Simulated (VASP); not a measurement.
Write the native input for VASP 6.6.1 that does the following.

| Item | Value |
| --- | --- |
| Task | single point |
| Functional | r2SCAN |
| Potentials or basis | VASP PAW PBE potentials, release 64 (Ca_sv, O) |
| Cutoff | 520 eV |
| k mesh | 8 × 8 × 8 |
| Occupations | gaussian, width 0.01 eV |
| Spin | no spin polarisation |
| Dipole correction | no |
| Further INCAR settings | ALGO = Normal; EDIFF = 1e-06; NBANDS = 15 |

The system is CaO (Lime).

```xyz
2
Lattice="0.0000 2.4446 2.4446 2.4446 0.0000 2.4446 2.4446 2.4446 0.0000" Properties=species:S:1:pos:R:3 pbc="T T T"
Ca    0.0000    0.0000    0.0000
O     2.4446    2.4446    2.4446
```

This cell differs from its parent crystal: volume changed by +6%.

One way to write it, as run:

POSCAR

```
CaO
1.0
    0.0000000000      2.4445700617      2.4445700617
    2.4445700617      0.0000000000      2.4445700617
    2.4445700617      2.4445700617      0.0000000000
Ca O
1 1
Direct
    0.0000000000      0.0000000000      0.0000000000
    0.5000000000      0.5000000000      0.5000000000
```

INCAR.step1

```
SYSTEM = CaO
ALGO = Normal ; EDIFF = 1E-4
ENCUT = 520 ; GGA = PE
ISMEAR = 0 ; LASPH = .TRUE.
LCHARG = .FALSE. ; LREAL = .FALSE.
LWAVE = .TRUE. ; NBANDS = 15
NELM = 80 ; PREC = Accurate
SIGMA = 0.01
```

INCAR.step2

```
SYSTEM = CaO
ALGO = Normal ; EDIFF = 1E-6
ENCUT = 520 ; ISIF = 2
ISMEAR = 0 ; ISTART = 1
LASPH = .TRUE. ; LCHARG = .FALSE.
LMIXTAU = .TRUE. ; LREAL = .FALSE.
LWAVE = .FALSE. ; METAGGA = R2SCAN
NBANDS = 15 ; NELM = 80
PREC = Accurate ; SIGMA = 0.01
```

KPOINTS

```
k-points
0
G
  8 8 8
  0 0 0
```

Potentials or basis: VASP PAW PBE potentials, release 64 (Ca_sv, O).

The run is started by

```console
$ cat potpaw_PBE.64/Ca_sv/POTCAR potpaw_PBE.64/O/POTCAR > POTCAR
$ cp INCAR.step1 INCAR
$ mpirun -np 1 vasp_std > vasp.out
$ cp INCAR.step2 INCAR
$ mpirun -np 1 vasp_std > vasp.out
```

It gave:

```json
{
 "Pressure": "-5.2 GPa",
 "Band gap on the k mesh": "4.20 eV, indirect (least direct gap 4.58 eV)"
}
```

Caveat: the PAW data sets were made with another functional, which shifts forces and pressure a little.

Wall time 85 s on 1 thread of Intel(R) Xeon(R) Platinum 8375C CPU @ 2.90GHz (Ice Lake), on a shared host, peak memory 0.17 GiB.
